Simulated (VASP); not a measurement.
Input of a VASP 6.6.1 run:

INCAR

```
PREC = Accurate
ENCUT = 600
EDIFF = 1E-6
ISMEAR = -1
SIGMA = 0.05
LREAL = F
LASPH = T
NELM = 120
ALGO = Normal
ISIF = 2
LWAVE = F
LCHARG = F
GGA = B5
ALDAX = 1.0
AGGAX = 1.0
AGGAC = 1.0
ALDAC = 0.0
IVDW = 13
VDW_S6 = 1.0
VDW_S8 = 2.34076671
VDW_A1 = 0.44488865
VDW_A2 = 4.0933009
NBANDS = 11
GGA_COMPAT = F
```

The input KPOINTS:

```
Automatic mesh
0
Gamma
  10 10 10
```

POSCAR

```
SiC
1.0
    0.0000000000      2.1761257116      2.1761257116
    2.1761257116      0.0000000000      2.1761257116
    2.1761257116      2.1761257116      0.0000000000
Si C
1 1
Direct
    0.0000000000      0.0000000000      0.0000000000
    0.7500000000      0.7500000000      0.7500000000
```

Potentials or basis: VASP PAW PBE potentials, release 64 (Si, C).

Launch:

```console
$ cat potpaw_PBE.64/Si/POTCAR potpaw_PBE.64/C/POTCAR > POTCAR
$ mpirun -np 1 vasp_std > vasp.out
```

Problem. What does it give for the dispersion energy per atom?

Solution. -0.643 eV.

Problem. Estimate the band gap on the k mesh.

Solution. 1.70 eV (least direct gap 4.84 eV).

Problem. Estimate the pressure.

Solution. 0.4 GPa.

Caveat: the PAW data sets were made with another functional, which shifts forces and pressure a little.

**Measured values to compare with.**

“Insight into the structural, elastic and electronic properties of a new orthorhombic 6O-SiC polytype”, 2020, pmc:7200658 quotes, for a bulk crystal of SiC: band gap 2.4 eV (indirect).

Against the measured gap of SiC, 2.4 eV (indirect; quoted in “Insight into the structural, elastic and electronic properties of a new orthorhombic 6O-SiC polytype”, 2020, pmc:7200658), the calculated 1.70 eV is off by -0.70 eV. The value is that of BLYP+D4 on a finite k mesh, which can miss the band edges, without temperature or zero-point motion. Semilocal functionals fall short of measured gaps as a rule.
